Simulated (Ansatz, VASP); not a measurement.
Two plane-wave programs on In2S

```
CELL_PARAMETERS angstrom
3.80951 0.00000 0.00000
-1.90475 3.29913 0.00000
0.00000 0.00000 8.77988
ATOMIC_POSITIONS crystal
In 0.33333 0.66667 0.79240
In 0.33333 0.66667 0.20760
S 0.00000 0.00000 0.00000
```

Change from the starting cell: species swapped into the Te2W type (P-6m2, No. 187).

Alike in both runs: task relaxation of cell and atoms; functional PBE; k mesh 12 × 12 × 4; occupations gaussian, width 0.02 eV; no spin polarisation.

|  | VASP | Ansatz |
| --- | --- | --- |
| version | VASP 6.6.1 | Ansatz 0.2.0 |
| potentials or method | VASP PAW PBE potentials, release 64 (In_d, S), cutoff 600 eV | scalar-relativistic, plane waves, PAW |
| valence electrons in the cell | 32 | 32 |

|  | VASP | Ansatz | Ansatz less VASP |
| --- | --- | --- | --- |
| gap on the k mesh at the Fermi level, each at its own relaxed structure (eV) | 0.21 | 0.19 | -0.023 |
| relaxed volume (Å³/atom) | 34.02 | 33.88 | -0.149 |
| relaxed length of the cell vector where the two differ most in proportion (Å) | 8.123 | 8.081 | -0.0421 |
